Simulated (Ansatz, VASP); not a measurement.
Fe in VASP and in Ansatz

Contents of INCAR:

```
SYSTEM = Fe
ALGO = Normal
EDIFF = 1E-7
ENCUT = 520
GGA = PS
ISIF = 2
ISMEAR = -1
LASPH = .TRUE.
LCHARG = .FALSE.
LREAL = .FALSE.
LWAVE = .FALSE.
NBANDS = 24
NELM = 80
PREC = Accurate
SIGMA = 0.1
```

KPOINTS

```
k-points
0
G
  20 20 6
  0 0 0
```

File POSCAR:

```
Fe
1.0
    2.4513221796      0.0000000000      0.0000000000
   -1.2256610898      2.1229072804      0.0000000000
    0.0000000000      0.0000000000      7.8907797093
Fe
4
Direct
    0.0000000000      1.0000000000      0.0000000000
    0.0000000000      1.0000000000      0.5000000000
    0.3333333333      0.6666666667      0.2500000000
    0.6666666667      0.3333333333      0.7500000000
```

Input for Ansatz:

```yaml
crystal:
  lattice:
    - [2.4513221796, 0.0, 0.0]
    - [-1.2256610898, 2.1229072804, 0.0]
    - [0.0, 0.0, 7.8907797093]
  atoms:
    - { symbol: Fe, position: [0.0, 1.0, 0.0] }
    - { symbol: Fe, position: [0.0, 1.0, 0.5] }
    - { symbol: Fe, position: [0.3333333333, 0.6666666667, 0.25] }
    - { symbol: Fe, position: [0.6666666667, 0.3333333333, 0.75] }
hamiltonian:
  xc: pbesol
  pseudopotentials:
    kind: paw
    azcp:
      Fe: "pseudopotentials/Fe.paw.azcp"
basis:
  ecutwfc: 420
  fft_grid_basis: typed
kpoints:
  mp_grid: { grid: [20, 20, 6], shift: [0, 0, 0] }
magnetization:
  spin_polarized: false
scf:
  occupations: { method: fermi_dirac, width: 0.1 }
output:
  stress: true
```

Alike in both runs: task single point; functional PBEsol; k mesh 20 × 20 × 6; occupations fermi-dirac, width 0.1 eV; no spin polarisation.

|  | VASP | Ansatz |
| --- | --- | --- |
| version | VASP 6.6.1 | Ansatz 0.2.0 |
| potentials or method | VASP PAW PBE potentials, release 64 (Fe), cutoff 520 eV | plane waves (420 eV) with PAW, scalar-relativistic |
| valence electrons in the cell | 32 | 64 |

|  | VASP | Ansatz | Ansatz less VASP |
| --- | --- | --- | --- |
| pressure (GPa) | -11.7 | -11.4 | +0.31 |
| traceless stress, the component that is largest in VASP (GPa) | -0.18 | -0.14 | +0.043 |

VASP's potentials were made for PBE, not for PBEsol, and Ansatz warns of the same on its side. VASP's potentials hold 32 valence electrons a cell and Ansatz's 64, so a difference there can come from the potentials and not from the codes.
